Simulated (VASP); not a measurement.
# HoS4 (P6/mmm) in VASP: single point with PBE

Aim: the single point of HoS4 with PBE.

Program: VASP 6.6.1. These are calculated values, not measurements. Logs are shortened: lines on timing, memory, paths and dates and some standing lists are left out, and cuts for length are marked.

## Step 1: The cell of the first run

Symmetry: P6/mmm, No. 191, hexagonal system. The conventional cell has a = 5.460 Å, b = 5.460 Å, c = 4.904 Å, α = 90.00°, β = 90.00°, γ = 120.00°. Within 3.2 Å of Ho (site symmetry 6/mmm) lie 2 S at 2.45 Å. Within 3.7 Å of S (site symmetry mmm) lie 6 S at 2.73 Å and 4 Ho at 3.67 Å. Within 3.2 Å of S (site symmetry 6/mmm) lie 2 Ho at 2.45 Å and 6 S at 2.73 Å.

## Step 2: Single point, PBE

Contents of POSCAR:

```
HoS4
1.0
    5.4602051047      0.0000000000      0.0000000000
   -2.7301025523      4.7286763306      0.0000000000
    0.0000000000      0.0000000000      4.9037527149
Ho S
1 4
Direct
    0.0000000000      0.0000000000      0.0000000000
    0.5000000000      0.0000000000      0.5000000000
    0.0000000000      0.5000000000      0.5000000000
    0.5000000000      0.5000000000      0.5000000000
    0.0000000000      0.0000000000      0.5000000000
```

Contents of INCAR.step1:

```
SYSTEM = HoS4
  PREC = Accurate
  ENCUT = 400
  EDIFF = 1E-6
  ISMEAR = 0
  SIGMA = 0.1
  LREAL = .False.
  LASPH = .True.
  NELM = 200
  ALGO = Normal
  ISIF = 2
  LWAVE = .False.
  LCHARG = .True.
  LMAXMIX = 6
  GGA = PE
  NBANDS = 24
  GGA_COMPAT = .False.
  NEDOS = 2001
  LORBIT = 11
```

Contents of KPOINTS.step1:

```
Automatic mesh
0
Gamma
  12 12 8
  0 0 0
```

Contents of INCAR.step2:

```
SYSTEM = HoS4
  PREC = Accurate
  ENCUT = 400
  EDIFF = 1E-6
  ISMEAR = -5
  SIGMA = 0.1
  LREAL = .False.
  LASPH = .True.
  NELM = 200
  ALGO = Normal
  ISIF = 2
  LWAVE = .False.
  LCHARG = .False.
  LMAXMIX = 6
  GGA = PE
  LORBIT = 11
  NEDOS = 1001
  ICHARG = 11
  GGA_COMPAT = .False.
```

Contents of KPOINTS.step2:

```
Automatic mesh
0
Gamma
  18 18 12
  0 0 0
```

Potentials or basis: VASP PAW PBE potentials, release 64 (Ho_3, S), 4f in core.

Started as:

```bash
cat potpaw_PBE.64/Ho_3/POTCAR potpaw_PBE.64/S/POTCAR > POTCAR
cp INCAR.step1 INCAR
cp KPOINTS.step1 KPOINTS
mpirun -np 1 vasp_std > vasp.out
cp INCAR.step2 INCAR
cp KPOINTS.step2 KPOINTS
mpirun -np 1 vasp_std > vasp.out
```

OUTCAR:

```text
SYSTEM = HoS4
   PREC = Accurate
   ENCUT = 400
   EDIFF = 1E-6
   ISMEAR = -5
   LREAL = .False.
   LASPH = .True.
   NELM = 200
   ISIF = 2
   GGA = PE
   LORBIT = 11
   ICHARG = 11

 ion  position               nearest neighbor table
   1  0.000  0.000  0.000-   5 2.45   5 2.45
   2  0.500  0.000  0.500-   5 2.73   5 2.73   4 2.73   4 2.73   3 2.73   3 2.73
   3  0.000  0.500  0.500-   4 2.73   4 2.73   5 2.73   5 2.73   2 2.73   2 2.73
   4  0.500  0.500  0.500-   3 2.73   3 2.73   2 2.73   2 2.73   5 2.73   5 2.73
   5  0.000  0.000  0.500-   1 2.45   1 2.45   2 2.73   2 2.73   3 2.73   3 2.73   4 2.73   4 2.73

  LATTYP: Found a hexagonal cell.
 ALAT       =     5.4602051047
 C/A-ratio  =     0.8980894712

  Lattice vectors:

 A1 = (   5.4602051047,   0.0000000000,   0.0000000000)
 A2 = (  -2.7301025523,   4.7286763306,   0.0000000000)
 A3 = (   0.0000000000,   0.0000000000,   4.9037527149)

Analysis of symmetry for initial positions (statically):
=====================================================================
 Subroutine PRICEL returns:
 Original cell was already a primitive cell.

 Routine SETGRP: Setting up the symmetry group for a
 hexagonal supercell.

 Subroutine GETGRP returns: Found 24 space group operations
 (whereof 24 operations were pure point group operations)
 out of a pool of 24 trial point group operations.

The static configuration has the point symmetry D_6h.

Analysis of symmetry for dynamics (positions and initial velocities):
=====================================================================
 Subroutine PRICEL returns:
 Original cell was already a primitive cell.

 Routine SETGRP: Setting up the symmetry group for a
 hexagonal supercell.

 Subroutine GETGRP returns: Found 24 space group operations
 (whereof 24 operations were pure point group operations)
 out of a pool of 24 trial point group operations.

The dynamic configuration has the point symmetry D_6h.

 Subroutine INISYM returns: Found 24 space group operations
 (whereof 24 operations are pure point group operations),
 and found     1 'primitive' translations

----------------------------------------------------------------------------------------

                                     Primitive cell

  volume of cell :     126.6127

  direct lattice vectors                    reciprocal lattice vectors
     5.460205105  0.000000000  0.000000000     0.183143303  0.105737836  0.000000000
    -2.730102552  4.728676331  0.000000000     0.000000000  0.211475671  0.000000000
     0.000000000  0.000000000  4.903752715     0.000000000  0.000000000  0.203925454

  length of vectors
     5.460205105  5.460205105  4.903752715     0.211475671  0.211475671  0.203925454

  position of ions in fractional coordinates (direct lattice)
     0.000000000  0.000000000  0.000000000
     0.500000000  0.000000000  0.500000000
     0.000000000  0.500000000  0.500000000
     0.500000000  0.500000000  0.500000000
     0.000000000  0.000000000  0.500000000

  ion indices of the primitive-cell ions
   primitive index   ion index
                 1           1
                 2           2
                 3           3
                 4           4
                 5           5

----------------------------------------------------------------------------------------

 KPOINTS: Automatic mesh

Automatic generation of k-mesh.
 Grid dimensions read from file:
 generate k-points for:   18   18   12

 Generating k-lattice:

  Cartesian coordinates                     Fractional coordinates (reciprocal lattice)
     0.010174628  0.005874324  0.000000000     0.055555556 -0.000000000  0.000000000
     0.000000000  0.011748648  0.000000000     0.000000000  0.055555556  0.000000000
     0.000000000  0.000000000  0.016993788     0.000000000  0.000000000  0.083333333

  Length of vectors
     0.011748648  0.011748648  0.016993788

  Shift w.r.t. Gamma in fractional coordinates (k-lattice)
     0.000000000  0.000000000  0.000000000

 TETIRR: Found   3954 inequivalent tetrahedra from    23328

 Subroutine IBZKPT returns following result:
 ===========================================

 Found    259 irreducible k-points:

 Following reciprocal coordinates:
            Coordinates               Weight
  0.000000  0.000000  0.000000      1.000000
  0.055556 -0.000000  0.000000      6.000000
  0.111111 -0.000000  0.000000      6.000000
  0.166667 -0.000000  0.000000      6.000000
  0.222222  0.000000  0.000000      6.000000
  0.277778 -0.000000  0.000000      6.000000
[... 16 lines left out ...]
  0.333333  0.111111  0.000000     12.000000
  0.388889  0.111111  0.000000     12.000000
 [... further k-points ...]
   k-points           NKPTS =    259   k-points in BZ     NKDIM =    259   number of bands    NBANDS=     20
   number of dos      NEDOS =   1001   number of ions     NIONS =      5
   total plane-waves  NPLWV =  41472
   dimension x,y,z NGX =    36 NGY =   36 NGZ =   32
   dimension x,y,z NGXF=    72 NGYF=   72 NGZF=   64
   ions per type =               1   4
   NGX,Y,Z   is equivalent  to a cutoff of  10.96, 10.96, 10.85 a.u.
   NGXF,Y,Z  is equivalent  to a cutoff of  21.92, 21.92, 21.70 a.u.
 SYSTEM =  HoS4
   PREC   = accura    normal or accurate (medium, high low for compatibility)
   ISTART =      0    job   : 0-new  1-cont  2-samecut
   ICHARG =     11    charge: 1-file 2-atom 10-const
   ISPIN  =      1    spin polarized calculation?
   LNONCOLLINEAR =      F non collinear calculations
   LSORBIT =      F    spin-orbit coupling
   LASPH  =      T    aspherical Exc in radial PAW
   ENCUT  =  400.0 eV  29.40 Ry    5.42 a.u.   8.90  8.90  8.00*2*pi/ulx,y,z
   NELM   =    200;   NELMIN=  2; NELMDL=  0     # of ELM steps
   EDIFF  = 0.1E-05   stopping-criterion for ELM
   LREAL  =      F    real-space projection
   EDIFFG = 0.1E-04   stopping-criterion for IOM
   NSW    =      0    number of steps for IOM
   IBRION =     -1    ionic relax: 0-MD 1-quasi-New 2-CG
   NFREE  =      0    steps in history (QN), initial steepest desc. (CG)
   ISIF   =      2    stress and relaxation
   ISYM   =      2    0-nonsym 1-usesym 2-fastsym
   POTIM  = 0.5000    time-step for ionic-motion
   TEBEG  =    0.0;   TEEND  =   0.0 temperature during run
   PSTRESS=    0.0 pullay stress
   NELECT =      33.0000    total number of electrons
   NUPDOWN=      -1.0000    fix difference up-down
   EMIN   =  10.00;   EMAX   =-10.00  energy-range for DOS
   EFERMI =   0.00;   METHOD = LEGACY
   ISMEAR =    -5;   SIGMA  =   0.10  broadening in eV -4-tet -1-fermi 0-gaus
   EFERMI_NEDOS =   21; number of points for ismear=-14 and -15
   IALGO  =     38    algorithm
   IMIX   =      4    mixing-type and parameters
     AMIX     =   0.40;   BMIX     =  1.00
     AMIX_MAG =   1.60;   BMIX_MAG =  1.00
  volume/ion in A,a.u.               =      25.32       170.88
  Fermi-wavevector in a.u.,A,eV,Ry     =   1.045732  1.976147 14.878728  1.093556
  Thomas-Fermi vector in A             =   2.180540
   LORBIT       =     11    0 simple, 1 ext, 2 COOP (PROOUT), +10 PAW based schemes
   GGA     = PE    functional components
   LHFCALC =     F    Hartree Fock is set to
   AEXX    =    0.0000 exact exchange contribution
   IVDW    =     0    specifies the selected vdW correction
   LEPSILON=     F    determine dielectric tensor
   LRPA    =     F    only Hartree local field effects (RPA)
 non-spin polarized calculation
 Fermi weights with tetrahedron method with Bloechl corrections
  energy-cutoff  :      400.00
  volume of cell :      126.61
 maximum number of plane-waves:      2332
 NGX is ok and might be reduce to    36

 number of electron      33.0000016 magnetization

 Free energy of the ion-electron system (eV)
  ---------------------------------------------------
  ext. energy  EPLUGINS =         0.00000000
  ---------------------------------------------------
  free energy    TOTEN  =       -19.64148424 eV

  energy without entropy =      -19.64148424  energy(sigma->0) =      -19.64148424

 E-fermi :   3.9425     XC(G=0):  -8.9039

 val. band max:        3.9438018937   @ k =   0.0556   0.0556   0.5000
 cond. band min:       3.9284949818   @ k =   0.1667   0.0556   0.0000
 fundamental gap:     -0.0153069120
 Fermi energy:         3.9424502826

 k-point     1 :       0.0000    0.0000    0.0000
  band No.  band energies     occupation
      1     -21.9708      2.00000
      2     -21.9708      2.00000
      3     -21.7871      2.00000
      4     -11.6881      2.00000
      5      -8.4108      2.00000
      6      -7.5157      2.00000
[... 12 lines left out ...]
     19       4.6308      0.00000
     20       4.7826      0.00000

 k-point     2 :       0.0556   -0.0000    0.0000
  band No.  band energies     occupation
      1     -21.9708      2.00000
      2     -21.9708      2.00000
      3     -21.7871      2.00000
      4     -11.6719      2.00000
      5      -8.4336      2.00000
      6      -7.5605      2.00000
[... 12 lines left out ...]
     19       4.5512      0.00000
     20       4.7196      0.00000
[... 465 lines left out ...]
      3     -21.7868      2.00000
      4     -10.9130      2.00000
      5      -9.6015      2.00000
      6      -8.5332      2.00000
[... 12 lines left out ...]
     19       4.9574      0.00000
     20       5.2071      0.00000

 k-point    24 :       0.3889    0.1111    0.0000
  band No.  band energies     occupation
      1     -21.9730      2.00000
      2     -21.9716      2.00000
      3     -21.7867      2.00000
      4     -10.7524      2.00000
      5      -9.8168      2.00000
      6      -8.5772      2.00000
[... 12 lines left out ...]
     19       5.1389      0.00000
     20       5.2717      0.00000

 [... further k-points ...]

------------------------ aborting loop because EDIFF is reached ----------------------------------------

  FORCE on cell =-STRESS in cart. coord.  units (eV):
  Direction    XX          YY          ZZ          XY          YZ          ZX
  --------------------------------------------------------------------------------------
  -------------------------------------------------------------------------------------
  Total       -0.0449950     -0.0449950      0.2032708     -0.0000000      0.0000000      0.0000000
  in kB       -0.5693743     -0.5693743      2.5722222     -0.0000000      0.0000000      0.0000000
  external PRESSURE =       0.4778246 kB  Pullay stress =       0.0000000 kB

 VOLUME and BASIS-vectors are now :
 -----------------------------------------------------------------------------
  energy-cutoff  :      400.00
  volume of cell :      126.61
      direct lattice vectors                 reciprocal lattice vectors
     5.460205105  0.000000000  0.000000000     0.183143303  0.105737836  0.000000000
    -2.730102552  4.728676331  0.000000000     0.000000000  0.211475671  0.000000000
     0.000000000  0.000000000  4.903752715     0.000000000  0.000000000  0.203925454

 POSITION                                       TOTAL-FORCE (eV/Angst)
 -----------------------------------------------------------------------------------
      0.00000      0.00000      0.00000        -0.000000      0.000000      0.000000
      2.73010      0.00000      2.45188        -0.000000      0.000000      0.000000
     -1.36505      2.36434      2.45188         0.000000      0.000000      0.000000
      1.36505      2.36434      2.45188         0.000000      0.000000      0.000000
      0.00000      0.00000      2.45188         0.000000      0.000000      0.000000
 -----------------------------------------------------------------------------------
    total drift:                               -0.000000     -0.000000      0.000000

  FREE ENERGIE OF THE ION-ELECTRON SYSTEM (eV)
  ---------------------------------------------------
  free  energy   TOTEN  =       -19.6414842391 eV

  energy  without entropy=      -19.6414842391  energy(sigma->0) =      -19.64148424

 total charge

# of ion       s       p       d       tot
------------------------------------------
    1        0.260   6.545   1.039   7.844
    2        1.420   2.104   0.000   3.524
    3        1.420   2.104   0.000   3.524
    4        1.420   2.104   0.000   3.524
    5        1.395   2.323   0.000   3.718
--------------------------------------------------
tot          5.915  15.182   1.039  22.136
```

Run time: 8.3 min. Hardware: 1 thread of AMD EPYC 9R14 (Zen 4), shared host; peak memory 0.45 GiB.

What came out:

| Item | Value |
| --- | --- |
| Valence electrons inside the program's atomic spheres | Ho 7.84; S 3.52, 3.72 (each value once) |

Caveat: spin-orbit coupling is left out, which moves the levels of the heavy elements; the 4f electrons are frozen in the core, so they carry no moment and show no levels; the run has no spin polarisation, though such a crystal can be magnetic; tetrahedron occupations give inexact forces and stress in metals. Spin polarisation is off, so any magnetic state and its effect on volume and gap are missing.
